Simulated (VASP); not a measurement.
Here is a VASP 6.6.1 calculation.

File INCAR:

```
SYSTEM = Sb
PREC     = Accurate       ! precision mode
ENCUT    = 600            ! plane-wave cutoff, eV
EDIFF    = 1E-6           ! SCF threshold, eV
ISMEAR   = 0              ! smearing method
SIGMA    = 0.1            ! smearing width, eV
LREAL    = .False.        ! projectors in reciprocal space
LASPH    = .True.         ! aspherical terms in the spheres
NELM     = 60             ! most SCF steps
ALGO     = Normal         ! electronic algorithm
ISIF     = 3              ! what is computed and relaxed
LWAVE    = .False.        ! write WAVECAR
LCHARG   = .False.        ! write CHGCAR
IBRION   = 2              ! ionic algorithm
NSW      = 70             ! ionic steps
EDIFFG   = -0.005         ! ionic threshold
```

Contents of KPOINTS:

```
regular mesh
0
Gamma
  12 12 12
  0 0 0
```

The input POSCAR:

```
Sb
1.0
    2.1616083304      1.2480051515      3.6796745313
   -2.1616083304      1.2480051515      3.6796745313
    0.0000000000     -2.4960103029      3.6796745313
Sb
2
Direct
    0.2361487230      0.2361487230      0.2361487230
    0.7638512770      0.7638512770      0.7638512770
```

Potentials or basis: VASP PAW LDA potentials, release 64 (Sb).

The run is started by

```console
$ cat potpaw_LDA.64/Sb/POTCAR > POTCAR
$ mpirun -np 1 vasp_std > vasp.out
```

Question: What does it give for the space group after relaxing (to 0.05 Å)?

Answer: R-3m (No. 166).

Question: What does it give for the band gap on the k mesh?

Answer: Zero (band 5 reaches 7.60 eV, above the bottom of band 6 at 7.34 eV).

Question: Estimate the relaxed cell.

Answer: a = 4.415 Å, b = 4.415 Å, c = 4.415 Å, α = 58.29°, β = 58.29°, γ = 58.29°.

Final structure:
```xyz
2
Lattice="2.1501 1.2414 3.6503 -2.1501 1.2414 3.6503 0.0000 -2.4827 3.6503" Properties=species:S:1:pos:R:3 pbc="T T T"
Sb    0.0000    0.0000    2.5899
Sb    0.0000    0.0000    8.3609
```

Caveat: spin-orbit coupling is left out, which moves the levels of the heavy elements. LDA usually gives volumes a few per cent too small.
